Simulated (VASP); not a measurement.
Write the native input for VASP 6.6.1 that does the following.

| Item | Value |
| --- | --- |
| Task | single point |
| Functional | PBEsol |
| Potentials or basis | VASP PAW PBE potentials, release 64 (Hf_pv) |
| Cutoff | 520 eV |
| k mesh | 13 × 13 × 13 |
| Occupations | fermi-dirac, width 0.08 eV |
| Spin | no spin polarisation |
| Dipole correction | no |
| Further INCAR settings | ALGO = Normal; EDIFF = 1e-07; NBANDS = 11 |

The structure of Hf lies in POSCAR:

```
Hf
1.0
    2.4171366562      0.0000000000      0.0000000000
    0.0000000000      2.4171366562      0.0000000000
    0.0000000000      0.0000000000      2.4171366562
Hf
1
Direct
    0.0000000000      0.0000000000      0.0000000000
```

This cell differs from its parent crystal: volume scaled by 0.6.

One way to write it, as run:

INCAR

```
SYSTEM = Hf
PREC = Accurate ; ENCUT = 520
EDIFF = 1E-7 ; ISMEAR = -1
SIGMA = 0.08 ; LREAL = .False.
LASPH = .True. ; NELM = 80
ALGO = Normal ; ISIF = 2
LWAVE = .False. ; LCHARG = .True.
GGA = PS ; LELF = .True.
LVHAR = .True. ; NBANDS = 11
```

KPOINTS

```
Automatic mesh
0
Gamma
  13 13 13
  0 0 0
```

Potentials or basis: VASP PAW PBE potentials, release 64 (Hf_pv).

Run with:

```sh
$ cat potpaw_PBE.64/Hf_pv/POTCAR > POTCAR
$ mpirun -np 1 vasp_std > vasp.out
```

Results of the run:

```yaml
Pressure: 105.2 GPa
Band_gap_on_the_k_mesh: zero (band 5 reaches 9.50 eV, above the bottom of band 6 at 4.26 eV)
```

Caveat: the PAW data sets were made with another functional, which shifts forces and pressure a little; spin-orbit coupling is left out, which moves the levels of the heavy elements.

It took 8.4 s on 1 thread of AMD EPYC 7R13 (shared host), peak memory 0.1 GiB.
